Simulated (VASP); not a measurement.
Write the native input for VASP 6.6.1 that does the following.

* Task: single point
* Functional: PBEsol
* Potentials or basis: VASP PAW PBE potentials, release 64 (Cd, H, O)
* Cutoff: 520 eV
* k mesh: 9 × 9 × 6
* Occupations: gaussian, width 0.05 eV
* Spin: no spin polarisation
* Dipole correction: no
* Further INCAR settings: ALGO = Normal; EDIFF = 1e-06; NBANDS = 21

The structure of CdH2O2 lies in POSCAR:

```
CdH2O2
1.0
    3.5155259648      0.0000000000      0.0000000000
   -1.7577629824      3.0445347931      0.0000000000
    0.0000000000      0.0000000000      4.7822686687
Cd H O
1 2 2
Direct
    0.0000000000      0.0000000000      0.0000000000
    0.6666666667      0.3333333333      0.5509607200
    0.3333333333      0.6666666667      0.4490392800
    0.6666666667      0.3333333333      0.7593720000
    0.3333333333      0.6666666667      0.2406280000
```

This cell differs from its parent crystal: strain +0.000 along x and y, +0.030 along z.

One way to write it, as run:

INCAR

```
  PREC = Accurate
  ENCUT = 520
  EDIFF = 1E-6
  ISMEAR = 0
  SIGMA = 0.05
  LREAL = F
  LASPH = T
  NELM = 80
  ALGO = Normal
  ISIF = 2
  LWAVE = F
  LCHARG = T
  GGA = PS
  LELF = T
  LVHAR = T
  NBANDS = 21
```

KPOINTS

```
Automatic mesh
0
Gamma
  9 9 6
```

Potentials or basis: VASP PAW PBE potentials, release 64 (Cd, H, O).

The run is started by

```bash
$ cat potpaw_PBE.64/Cd/POTCAR potpaw_PBE.64/H/POTCAR potpaw_PBE.64/O/POTCAR > POTCAR
$ mpirun -np 1 vasp_std > vasp.out
```

It gave:

```yaml
Pressure: -4.2 GPa
Largest_force: 0.689 eV/Å
Band_gap_on_the_k_mesh: 1.51 eV (least direct gap 1.80 eV)
```

Caveat: the cell differs from its parent crystal (strain +0.000 along x and y, +0.030 along z); the stress differs along the axes, from -8 to -2 GPa; the PAW data sets were made with another functional, which shifts forces and pressure a little.

Wall time 33 s on 1 thread of AMD EPYC 9R45 96-Core Processor (Zen 5), with other jobs on the host, peak memory 0.18 GiB.
